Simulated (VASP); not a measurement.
**Sb: single point with PBE0**

The system is Sb.

```
Sb
1.0
     2.16847    1.25196    3.78289
    -2.16847    1.25196    3.78289
     0.00000   -2.50393    3.78289
Sb
2
Direct
  0.76651 0.76651 0.76651
  0.23349 0.23349 0.23349
```

| Item | Value |
| --- | --- |
| Program | VASP 6.6.1 |
| Task | single point |
| Functional | PBE0 |
| Potentials or basis | VASP PAW PBE potentials, release 64 (Sb) |
| Cutoff | 520 eV |
| k mesh | 4 × 4 × 4 |
| Occupations | fermi-dirac, width 0.05 eV |
| Spin | no spin polarisation |
| Dipole correction | no |
| Grid for exact exchange (PRECFOCK) | Normal |
| Further INCAR settings | ALGO = Normal; EDIFF = 1e-06; NBANDS = 12 |
| Share of exact exchange | 0.25 |

| Quantity | Value |
| --- | --- |
| Pressure | -1.5 GPa |
| Largest force | 0.557 eV/Å |
| Band gap on the k mesh | 0.95 eV (least direct gap 1.03 eV) |

Forces in eV/Å, atoms in the order of the input:
```
Sb   0.000  0.000  0.557
Sb   0.000  0.000 -0.557
```

Stress tensor (GPa, compression positive):
```
-1.44  0.00  0.00
 0.00 -1.44  0.00
 0.00  0.00 -1.69
```

Levels at points of the mesh, in eV from the valence-band top:
| k point | band 2 | band 3 | band 4 | band 5 | band 6 | band 7 | band 8 | band 9 |
| --- | --- | --- | --- | --- | --- | --- | --- | --- |
| (0.00, 0.00, 0.00) | -5.01 | -2.09 | -1.80 | -1.80 | 3.44 | 4.15 | 4.15 | 6.61 |
| (0.50, 0.00, 0.00) | -10.41 | -1.95 | -1.81 | -0.08 | 0.95 | 1.39 | 1.69 | 9.26 |
| (0.50, 0.50, 0.00) | -8.59 | -5.80 | -3.95 | -3.83 | 2.86 | 6.56 | 7.16 | 8.68 |
| (0.50, 0.50, 0.50) | -9.71 | -1.26 | -1.26 | 0.00 | 1.27 | 1.27 | 2.16 | 8.67 |

It took 24 min on 1 thread of Intel Xeon 8259CL (shared host), peak memory 0.21 GiB.

Caveat: the k points lie up to 0.44 Å⁻¹ apart; the PAW data sets were made with another functional, which shifts forces and pressure a little; spin-orbit coupling is left out, which moves the levels of the heavy elements. A k mesh can miss the band edges.
